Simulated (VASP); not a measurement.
Pt, 1 atom in the cell. It takes space group Fm-3m (No. 225, cubic). Conventional cell: a = 3.970 Å, b = 3.970 Å, c = 3.970 Å, α = 90.00°, β = 90.00°, γ = 90.00°. Pt (site symmetry m-3m) has 12 Pt at 2.81 Å within 3.7 Å. 

```yaml
Program: VASP 6.6.1
Task: single point
Functional: PBE
Potentials_or_basis: VASP PAW PBE potentials, release 64 (Pt)
Cutoff: 520 eV
k_mesh: 36 × 36 × 36
Occupations: gaussian, width 0.1 eV
Spin: no spin polarisation
Dipole_correction: no
Further_INCAR_settings: ALGO = Fast; EDIFF = 1e-06; NBANDS = 11
```

Potentials or basis: VASP PAW PBE potentials, release 64 (Pt).

The run is started by

```console
$ cat potpaw_PBE.64/Pt/POTCAR > POTCAR
$ mpirun -np 1 vasp_std > vasp.out
```

Hardware: 1 thread of Intel(R) Xeon(R) 6975P-C (Granite Rapids) (shared host).

Estimate the wall time of this run.

It took 69 s on 1 thread of Intel(R) Xeon(R) 6975P-C (Granite Rapids), on a shared host, peak memory 0.33 GiB. Counts: scf iterations 12, k points 1240.
